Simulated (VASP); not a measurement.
Write the native input for VASP 6.6.1 that does the following.

```
Task                   : single point
Functional             : PBE
Potentials or basis    : VASP PAW PBE potentials, release 64 (Ta_pv)
Cutoff                 : 520 eV
k mesh                 : 16 × 16 × 16
Occupations            : gaussian, width 0.1 eV
Spin                   : no spin polarisation
Dipole correction      : no
Further INCAR settings : ALGO = Fast; EDIFF = 1e-06; NBANDS = 18
```

The structure of Ta lies in POSCAR:

```
Ta
1.0
    3.5182061334      0.0000000000      0.0000000000
    0.0000000000      3.5182061334      0.0000000000
    0.0000000000      0.0000000000      3.0651361379
Ta
2
Direct
    0.0000000000      0.0000000000      0.0000000000
    0.5000000000      0.5000000000      0.5000000000
```

This cell differs from its parent crystal: biaxial strain in the a-b plane: +6.0 %, then relaxed in part.

These files were run (other wordings do the same):

INCAR

```
  PREC = Accurate
  ENCUT = 520
  EDIFF = 1E-6
  ISMEAR = 0
  SIGMA = 0.1
  LREAL = F
  LASPH = T
  NELM = 100
  ALGO = Fast
  ISIF = 2
  LWAVE = F
  LCHARG = T
  GGA = PE
  LELF = T
  LVHAR = T
  NBANDS = 18
```

KPOINTS

```
Automatic mesh
0
Gamma
  16 16 16
```

Potentials or basis: VASP PAW PBE potentials, release 64 (Ta_pv).

Run with:

```sh
$ cat potpaw_PBE.64/Ta_pv/POTCAR > POTCAR
$ mpirun -np 1 vasp_std > vasp.out
```

Results of the run:

The pressure is -5.1 GPa and the band gap on the k mesh is zero (bands 11 and 12 overlap by 2.89 eV).

Caveat: the cell differs from its parent crystal (biaxial strain in the a-b plane: +6.0 %, then relaxed in part); the cell stands under tension; spin-orbit coupling is left out, which moves the levels of the heavy elements.

Run time: 2 min on 1 thread of Intel(R) Xeon(R) 6975P-C (Granite Rapids) (shared host), peak memory 0.33 GiB.
